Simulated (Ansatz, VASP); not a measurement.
Ta: VASP beside Ansatz

INCAR

```
SYSTEM = Ta
PREC     = Accurate       ! precision mode
ENCUT    = 500            ! plane-wave cutoff, eV
EDIFF    = 1E-6           ! SCF threshold, eV
ISMEAR   = 0              ! smearing method
SIGMA    = 0.01           ! smearing width, eV
LREAL    = .False.        ! projectors in reciprocal space
LASPH    = .True.         ! aspherical terms in the spheres
NELM     = 120            ! most SCF steps
ALGO     = Normal         ! electronic algorithm
ISIF     = 2              ! what is computed and relaxed
LWAVE    = .False.        ! write WAVECAR
LCHARG   = .False.        ! write CHGCAR
NBANDS   = 12             ! bands
GGA_COMPAT= .False.
```

The input KPOINTS:

```
regular mesh
0
Gamma
  14 14 14
  0 0 0
```

POSCAR

```
Ta
1.0
   -1.6276710318      1.6276710318      1.6276710318
    1.6276710318     -1.6276710318      1.6276710318
    1.6276710318      1.6276710318     -1.6276710318
Ta
1
Direct
    0.0000000000      0.0000000000      0.0000000000
```

Input for Ansatz:

```yaml
crystal:
  lattice:
    - [-1.6276710318, 1.6276710318, 1.6276710318]
    - [1.6276710318, -1.6276710318, 1.6276710318]
    - [1.6276710318, 1.6276710318, -1.6276710318]
  atoms:
    - { symbol: Ta, position: [0.0, 0.0, 0.0] }
hamiltonian:
  xc: lda
  pseudopotentials:
    kind: paw
    azcp:
      Ta: "pseudopotentials/Ta.paw.azcp"
basis:
  ecutwfc: 420
  fft_grid_basis: typed
kpoints:
  mp_grid: { grid: [14, 14, 14], shift: [0, 0, 0] }
magnetization:
  spin_polarized: false
scf:
  occupations: { method: gaussian, width: 0.01 }
  lower_state_search: "off"
output:
  stress: true
```

Alike in both runs: task single point; functional LDA; k mesh 14 × 14 × 14; occupations gaussian, width 0.01 eV; no spin polarisation.

```csv
,VASP,Ansatz
version,VASP 6.6.1,Ansatz 0.2.0
potentials or method,"VASP PAW LDA potentials, release 64 (Ta_sv_GW), cutoff 500 eV","plane waves (420 eV) with PAW, scalar-relativistic"
valence electrons in the cell,13,13
```

```tsv
	VASP	Ansatz	Ansatz less VASP
pressure (GPa)	-0.5	-0.1	+0.42
```

Ansatz warns that its potentials were made for another functional, while VASP's fit it. LDA's correlation is that of Perdew and Zunger in VASP and of Perdew and Wang (1992) in Ansatz.

Spin-orbit coupling is off throughout.
